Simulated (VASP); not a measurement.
# Si3N4 (Fd-3m) in VASP: relaxation of the atoms with r2SCAN

Aim: the relaxation of the atoms of Si3N4 with r2SCAN.

All numbers are computed with VASP 6.6.1; they aren't measurements. Logs are shortened: lines on timing, memory, paths and dates and some standing lists are left out, and cuts for length are marked.

### Step 1. The cell of the first run

Symmetry: Fd-3m, No. 227, cubic system. Conventional cell: a = 7.652 Å, b = 7.652 Å, c = 7.652 Å, α = 90.00°, β = 90.00°, γ = 90.00°. Si (site symmetry -3m) has 6 N at 1.86 Å within 2.5 Å. Si (site symmetry -43m) has 4 N at 1.76 Å within 2.3 Å. N (site symmetry 3m) has 4 Si at 1.76 to 1.86 Å within 2.3 Å.

### Step 2. Relaxation of the atoms, r2SCAN (8.00 Å³/atom)

Input file POSCAR:

```
Si3N4
1.0
    0.0000000000      3.8260900484      3.8260900484
    3.8260900484      0.0000000000      3.8260900484
    3.8260900484      3.8260900484      0.0000000000
Si N
6 8
Direct
    0.1250000000      0.1250000000      0.6250000000
    0.1250000000      0.6250000000      0.1250000000
    0.6250000000      0.1250000000      0.1250000000
    0.1250000000      0.1250000000      0.1250000000
    0.7500000000      0.7500000000      0.7500000000
    0.5000000000      0.5000000000      0.5000000000
    0.3675711312      0.3675711312      0.3675711312
    0.3527133936      0.8824288688      0.8824288688
    0.8824288688      0.8824288688      0.3527133936
    0.8824288688      0.3527133936      0.8824288688
    0.3675711312      0.3675711312      0.8972866064
    0.3675711312      0.8972866064      0.3675711312
    0.8824288688      0.8824288688      0.8824288688
    0.8972866064      0.3675711312      0.3675711312
```

Input file INCAR.step1:

```
PREC = Accurate
ENCUT = 520
ISMEAR = 0
SIGMA = 0.02
LREAL = False
LASPH = True
NELM = 60
GGA = PE
ALGO = Normal
EDIFF = 1E-4
LWAVE = True
LCHARG = False
KPAR = 4
```

Input file INCAR.step2:

```
PREC = Accurate
ENCUT = 520
EDIFF = 1E-6
ISMEAR = 0
SIGMA = 0.02
LREAL = False
LASPH = True
NELM = 60
ALGO = Normal
ISIF = 2
LWAVE = False
LCHARG = False
METAGGA = R2SCAN
LMIXTAU = True
IBRION = 2
NSW = 50
EDIFFG = -0.01
ISTART = 1
KPAR = 4
```

Input file KPOINTS:

```
regular mesh
0
Gamma
  6 6 6
```

Potentials or basis: VASP PAW PBE potentials, release 64 (Si, N).

Run with:

```console
$ cat potpaw_PBE.64/Si/POTCAR potpaw_PBE.64/N/POTCAR > POTCAR
$ cp INCAR.step1 INCAR
$ mpirun -np 4 vasp_std > vasp.out
$ cp INCAR.step2 INCAR
$ mpirun -np 4 vasp_std > vasp.out
```

OUTCAR:

```text
PREC = Accurate
   ENCUT = 520
   EDIFF = 1E-6
   ISMEAR = 0
   LREAL = False
   LASPH = True
   NELM = 60
   ISIF = 2
   METAGGA = R2SCAN
   IBRION = 2
   NSW = 50
   EDIFFG = -0.01
   ISTART = 1

 ion  position               nearest neighbor table
   1  0.125  0.125  0.625-   8 1.86  10 1.86  12 1.86  14 1.86  13 1.86   7 1.86   4 2.71   2 2.71
                             3 2.71   4 2.71   2 2.71   3 2.71
   2  0.125  0.625  0.125-   8 1.86   9 1.86  11 1.86  14 1.86  13 1.86   7 1.86   4 2.71   1 2.71
                             1 2.71   3 2.71   4 2.71   3 2.71
   3  0.625  0.125  0.125-   9 1.86  10 1.86  11 1.86  12 1.86   7 1.86  13 1.86   4 2.71   1 2.71
                             2 2.71   1 2.71   2 2.71   4 2.71
   4  0.125  0.125  0.125-   8 1.86  10 1.86  12 1.86  14 1.86   9 1.86  11 1.86   1 2.71   2 2.71
                             3 2.71   1 2.71   2 2.71   3 2.71
   5  0.750  0.750  0.750-  13 1.76   9 1.76  10 1.76   8 1.76
   6  0.500  0.500  0.500-   7 1.76  11 1.76  12 1.76  14 1.76
   7  0.368  0.368  0.368-   6 1.76   3 1.86   2 1.86   1 1.86
   8  0.353  0.882  0.882-   5 1.76   2 1.86   1 1.86   4 1.86
   9  0.882  0.882  0.353-   5 1.76   3 1.86   2 1.86   4 1.86
  10  0.882  0.353  0.882-   5 1.76   3 1.86   1 1.86   4 1.86
  11  0.368  0.368  0.897-   6 1.76   3 1.86   2 1.86   4 1.86
  12  0.368  0.897  0.368-   6 1.76   3 1.86   1 1.86   4 1.86
  13  0.882  0.882  0.882-   5 1.76   3 1.86   2 1.86   1 1.86
  14  0.897  0.368  0.368-   6 1.76   2 1.86   1 1.86   4 1.86

  LATTYP: Found a face centered cubic cell.
 ALAT       =     7.6521800968

  Lattice vectors:

 A1 = (   0.0000000000,   3.8260900484,   3.8260900484)
 A2 = (   3.8260900484,   0.0000000000,   3.8260900484)
 A3 = (   3.8260900484,   3.8260900484,   0.0000000000)

Analysis of symmetry for initial positions (statically):
=====================================================================
 Subroutine PRICEL returns:
 Original cell was already a primitive cell.

 Routine SETGRP: Setting up the symmetry group for a
 face centered cubic supercell.

 Subroutine GETGRP returns: Found 48 space group operations
 (whereof 24 operations were pure point group operations)
 out of a pool of 48 trial point group operations.

The static configuration has the point symmetry T_d .
 The point group associated with its full space group is O_h .

Analysis of symmetry for dynamics (positions and initial velocities):
=====================================================================
 Subroutine PRICEL returns:
 Original cell was already a primitive cell.

 Routine SETGRP: Setting up the symmetry group for a
 face centered cubic supercell.

 Subroutine GETGRP returns: Found 48 space group operations
 (whereof 24 operations were pure point group operations)
 out of a pool of 48 trial point group operations.

[... 111 lines left out ...]
   LNONCOLLINEAR =      F non collinear calculations
   LSORBIT =      F    spin-orbit coupling
   LASPH  =      T    aspherical Exc in radial PAW
   ENCUT  =  520.0 eV  38.22 Ry    6.18 a.u.  10.06 10.06 10.06*2*pi/ulx,y,z
   NELM   =     60;   NELMIN=  2; NELMDL=  0     # of ELM steps
   EDIFF  = 0.1E-05   stopping-criterion for ELM
   LREAL  =      F    real-space projection
   EDIFFG = -.1E-01   stopping-criterion for IOM
   NSW    =     50    number of steps for IOM
   IBRION =      2    ionic relax: 0-MD 1-quasi-New 2-CG
   NFREE  =      1    steps in history (QN), initial steepest desc. (CG)
   ISIF   =      2    stress and relaxation
   ISYM   =      2    0-nonsym 1-usesym 2-fastsym
   POTIM  = 0.5000    time-step for ionic-motion
   TEBEG  =    0.0;   TEEND  =   0.0 temperature during run
   PSTRESS=    0.0 pullay stress
   NELECT =      64.0000    total number of electrons
   NUPDOWN=      -1.0000    fix difference up-down
   EMIN   =  10.00;   EMAX   =-10.00  energy-range for DOS
   EFERMI =   0.00;   METHOD = LEGACY
   ISMEAR =     0;   SIGMA  =   0.02  broadening in eV -4-tet -1-fermi 0-gaus
   EFERMI_NEDOS =   21; number of points for ismear=-14 and -15
   IALGO  =     38    algorithm
   IMIX   =      4    mixing-type and parameters
     AMIX     =   0.40;   BMIX     =  1.00
     AMIX_MAG =   1.60;   BMIX_MAG =  1.00
  volume/ion in A,a.u.               =       8.00        54.00
  Fermi-wavevector in a.u.,A,eV,Ry     =   1.358427  2.567055 25.107156  1.845324
  Thomas-Fermi vector in A             =   2.485261
   LORBIT       =      0    0 simple, 1 ext, 2 COOP (PROOUT), +10 PAW based schemes
   METAGGA = R2SCAN    functional components
   LHFCALC =     F    Hartree Fock is set to
   AEXX    =    0.0000 exact exchange contribution
   IVDW    =     0    specifies the selected vdW correction
   LEPSILON=     F    determine dielectric tensor
   LRPA    =     F    only Hartree local field effects (RPA)
 conjugate gradient relaxation of ions
 non-spin polarized calculation
 Gauss-broadening in eV      SIGMA  =   0.02
  energy-cutoff  :      520.00
  volume of cell :      112.02
 maximum number of plane-waves:      3042
   NGX = 21   NGY = 21   NGZ = 21

--------------------------------------- Ionic step        1  -------------------------------------------

 number of electron      64.0000008 magnetization

 Free energy of the ion-electron system (eV)
  ---------------------------------------------------
  ext. energy  EPLUGINS =         0.00000000
  ---------------------------------------------------
  free energy    TOTEN  =      -141.70685517 eV

  energy without entropy =     -141.70685517  energy(sigma->0) =     -141.70685517

------------------------ aborting loop because EDIFF is reached ----------------------------------------

  FORCE on cell =-STRESS in cart. coord.  units (eV):
  Direction    XX          YY          ZZ          XY          YZ          ZX
  --------------------------------------------------------------------------------------
  -------------------------------------------------------------------------------------
  Total        7.4593363      7.4593363      7.4593363      0.0000000      0.0000000     -0.0000000
  in kB      106.6879118    106.6879118    106.6879118      0.0000000      0.0000000     -0.0000000
  external PRESSURE =     106.6879118 kB  Pullay stress =       0.0000000 kB
[... 83 lines left out ...]
--------------------------------------- Ionic step        3  -------------------------------------------

 number of electron      64.0000008 magnetization

 Free energy of the ion-electron system (eV)
  ---------------------------------------------------
  ext. energy  EPLUGINS =         0.00000000
  ---------------------------------------------------
  free energy    TOTEN  =      -141.70831717 eV

  energy without entropy =     -141.70831717  energy(sigma->0) =     -141.70831717

 E-fermi :   9.6771     XC(G=0): -13.1008

 val. band max:        9.5901678181   @ k =  -0.1667   0.1667   0.0000
 cond. band min:      13.7525365898   @ k =   0.0000   0.0000   0.0000
 fundamental gap:      4.1623687717
 Fermi energy:         9.6771055079

 k-point     1 :       0.0000    0.0000    0.0000
  band No.  band energies     occupation
      1     -10.5987      2.00000
      2      -7.1007      2.00000
      3      -6.1547      2.00000
      4      -6.1547      2.00000
      5      -6.1547      2.00000
      6      -5.0867      2.00000
[... 718 lines left out ...]
  FREE ENERGIE OF THE ION-ELECTRON SYSTEM (eV)
  ---------------------------------------------------
  free  energy   TOTEN  =      -141.7083171666 eV

  energy  without entropy=     -141.7083171666  energy(sigma->0) =     -141.70831717

 reached required accuracy - stopping structural energy minimisation
```

OSZICAR.step1:

```text
N       E                     dE             d eps       ncg     rms          rms(c)
DAV:   1     0.291265300699E+03    0.29127E+03   -0.33412E+04  1280   0.153E+03
DAV:   2    -0.107063688092E+03   -0.39833E+03   -0.38388E+03  1656   0.311E+02
DAV:   3    -0.125562626687E+03   -0.18499E+02   -0.18373E+02  1536   0.744E+01
DAV:   4    -0.125814869781E+03   -0.25224E+00   -0.25133E+00  1552   0.899E+00
DAV:   5    -0.125819950598E+03   -0.50808E-02   -0.50787E-02  1496   0.118E+00    0.278E+01
DAV:   6    -0.112338637442E+03    0.13481E+02   -0.49544E+01  1496   0.308E+01    0.127E+01
DAV:   7    -0.112183460613E+03    0.15518E+00   -0.26399E+00  1672   0.788E+00    0.594E+00
DAV:   8    -0.112163629199E+03    0.19831E-01   -0.12417E-01  1496   0.181E+00    0.181E+00
DAV:   9    -0.112163915435E+03   -0.28624E-03   -0.22926E-02  1536   0.872E-01    0.308E-01
DAV:  10    -0.112164579348E+03   -0.66391E-03   -0.10553E-03  1512   0.187E-01    0.773E-02
DAV:  11    -0.112164625803E+03   -0.46455E-04   -0.21500E-04  1152   0.815E-02
   1 F= -.11216463E+03 E0= -.11216463E+03  d E =-.827959E-23
```

It took 3.6 min on 4 MPI ranks of Intel Xeon Platinum 8488C (Sapphire Rapids), shared host; peak memory 0.28 GiB.

What came out:

```yaml
Free_energy: -141.7083 eV
Energy_gained_by_relaxing: 0.1 meV/atom
Ionic_steps: 3
Pressure_after_relaxing: 10.6 GPa
Band_gap_on_the_k_mesh: 4.16 eV (least direct gap 4.18 eV)
```

Step by step:
```
step  energy change (eV)  largest force (eV/Å)  pressure (GPa)
   1              0.0000                0.1400           10.67
   2              0.0022                0.2244           10.38
   3             -0.0015                0.0000           10.55
```

Final structure:
```cif
data_structure
_symmetry_space_group_name_H-M 'P 1'
_symmetry_Int_Tables_number 1
_cell_length_a 5.4109
_cell_length_b 5.4109
_cell_length_c 5.4109
_cell_angle_alpha 60.000
_cell_angle_beta 60.000
_cell_angle_gamma 60.000
_cell_volume 112.02
loop_
_atom_site_label
_atom_site_type_symbol
_atom_site_fract_x
_atom_site_fract_y
_atom_site_fract_z
_atom_site_occupancy
Si1 Si 0.12500 0.12500 0.62500 1
Si2 Si 0.12500 0.62500 0.12500 1
Si3 Si 0.62500 0.12500 0.12500 1
Si4 Si 0.12500 0.12500 0.12500 1
Si5 Si 0.75000 0.75000 0.75000 1
Si6 Si 0.50000 0.50000 0.50000 1
N1 N 0.36777 0.36777 0.36777 1
N2 N 0.35330 0.88223 0.88223 1
N3 N 0.88223 0.88223 0.35330 1
N4 N 0.88223 0.35330 0.88223 1
N5 N 0.36777 0.36777 0.89670 1
N6 N 0.36777 0.89670 0.36777 1
N7 N 0.88223 0.88223 0.88223 1
N8 N 0.89670 0.36777 0.36777 1
```

Caveat: the PAW data sets were made with another functional, which shifts forces and pressure a little.
